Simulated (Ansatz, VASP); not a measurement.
## Ru in VASP and in Ansatz

```
CELL_PARAMETERS angstrom
1.33763 -2.31684 0.00000
1.33763 2.31684 0.00000
0.00000 0.00000 4.22441
ATOMIC_POSITIONS crystal
Ru 0.66667 0.33333 0.25000
Ru 0.33333 0.66667 0.75000
```

Alike in both runs: task single point; functional LDA; k mesh 14 × 14 × 8; occupations fermi-dirac, width 0.1 eV; no spin polarisation.

```csv
,VASP,Ansatz
version,VASP 6.6.1,Ansatz 0.2.0
potentials or method,"VASP PAW LDA potentials, release 64 (Ru_pv), cutoff 520 eV","all-electron LAPW, scalar-relativistic"
```

Ansatz gave:

* pressure (GPa): 0.3
* traceless stress, the component that is largest in VASP (GPa): -0.19

Question: Which values does VASP return?

Answer: Pressure (GPa): 1.1; traceless stress, the component that is largest in VASP (GPa): -0.12.

LDA's correlation is that of Perdew and Zunger in VASP and of Perdew and Wang (1992) in Ansatz. Ansatz ran all-electron here, and VASP with PAW potentials.
